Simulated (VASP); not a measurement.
Set up this calculation in VASP 6.6.1, as the native input.

```
Task                   : single point
Functional             : PBE
Potentials or basis    : VASP PAW PBE potentials, release 64 (Mg, O)
Cutoff                 : 520 eV
k mesh                 : 10 × 10 × 8
Occupations            : gaussian, width 0.01 eV
Spin                   : no spin polarisation
Dipole correction      : no
Further INCAR settings : ALGO = Normal; EDIFF = 1e-06; NBANDS = 16
```

The structure of MgO (magnesium oxide, tetragonal cell) lies in POSCAR:

```
MgO
1.0
    2.9751517818      0.0000000000      0.0000000000
    0.0000000000      2.9751517818      0.0000000000
    0.0000000000      0.0000000000      4.2862749317
Mg O
2 2
Direct
    0.0000000000      0.0000000000      0.0000000000
    0.5000000000      0.5000000000      0.5000000000
    0.5000000000      0.5000000000      0.0000000000
    0.0000000000      0.0000000000      0.5000000000
```

One way to write it, as run:

INCAR

```
PREC     = Accurate       # precision mode
ENCUT    = 520            # plane-wave cutoff, eV
EDIFF    = 1E-6           # SCF threshold, eV
ISMEAR   = 0              # smearing method
SIGMA    = 0.01           # smearing width, eV
LREAL    = False          # projectors in reciprocal space
LASPH    = True           # aspherical terms in the spheres
NELM     = 80             # most SCF steps
ALGO     = Normal         # electronic algorithm
ISIF     = 2              # what is computed and relaxed
LWAVE    = False          # write WAVECAR
LCHARG   = False          # write CHGCAR
GGA      = PE             # functional
NBANDS   = 16             # bands
```

KPOINTS

```
regular mesh
0
Gamma
  10 10 8
```

Potentials or basis: VASP PAW PBE potentials, release 64 (Mg, O).

Run with:

```sh
$ cat potpaw_PBE.64/Mg/POTCAR potpaw_PBE.64/O/POTCAR > POTCAR
$ mpirun -np 1 vasp_std > vasp.out
```

Results of the run:

```json
{"Pressure": "1.5 GPa", "Band gap on the k mesh": "4.55 eV"}
```

Run time: 35 s on 1 thread of AMD EPYC 7R13 Processor (Zen 3), with other jobs on the host, peak memory 0.16 GiB.
